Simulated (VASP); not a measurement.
A run of VASP 6.6.1 is set up as follows.

File INCAR:

```
SYSTEM = HfO2
PREC = Accurate
ENCUT = 600
EDIFF = 1E-6
ISMEAR = 0
SIGMA = 0.02
LREAL = .False.
LASPH = .True.
NELM = 60
ALGO = Normal
ISIF = 3
LWAVE = .False.
LCHARG = .False.
GGA = CA
IBRION = 2
NSW = 100
EDIFFG = -0.005
```

File KPOINTS:

```
regular mesh
0
Gamma
  6 6 6
  0 0 0
```

POSCAR

```
HfO2
1.0
    3.5580193300      0.0000000000      0.0000000000
    0.0000000000      3.5580193300      0.0000000000
    0.0000000000      0.0000000000      5.1718612100
Hf O
2 4
Direct
    0.5000000000      0.5000000000      0.5000000000
    0.0000000000      0.0000000000      0.0000000000
    0.0000000000      0.5000000000      0.6972078800
    0.5000000000      0.0000000000      0.8027921200
    0.5000000000      0.0000000000      0.3027921200
    0.0000000000      0.5000000000      0.1972078800
```

Potentials or basis: VASP PAW LDA potentials, release 64 (Hf_pv, O).

Run with:

```console
$ cat potpaw_LDA.64/Hf_pv/POTCAR potpaw_LDA.64/O/POTCAR > POTCAR
$ mpirun -np 1 vasp_std > vasp.out
```

Q: Predict the relaxed cell.

A: a = 3.524 Å, b = 3.524 Å, c = 5.072 Å, α = 90.00°, β = 90.00°, γ = 90.00°.

Q: Estimate the relaxed volume.

A: 10.50 Å³/atom.

Step by step:
| step | energy change (eV) | largest force (eV/Å) | pressure (GPa) | volume (Å³) |
| --- | --- | --- | --- | --- |
| 1 | 0.0000 | 0.0001 | -7.71 | 65.47 |
| 2 | 0.0821 | 0.4871 | 14.59 | 60.62 |
| 3 | -0.0470 | 0.1727 | -0.02 | 63.60 |
| 4 | -0.0526 | 0.1483 | -0.13 | 63.48 |
| 5 | -0.0585 | 0.1078 | -0.07 | 63.26 |
| 6 | -0.0531 | 0.0442 | 0.29 | 62.81 |
| 7 | -0.0592 | 0.0907 | 0.02 | 63.14 |
| 8 | -0.0628 | 0.0467 | -0.01 | 63.06 |
| 9 | -0.0640 | 0.0035 | -0.02 | 62.96 |
| 10 | -0.0641 | 0.0024 | -0.02 | 62.98 |
| 11 | -0.0641 | 0.0037 | -0.01 | 62.98 |
| 12 | -0.0641 | 0.0017 | -0.02 | 62.97 |
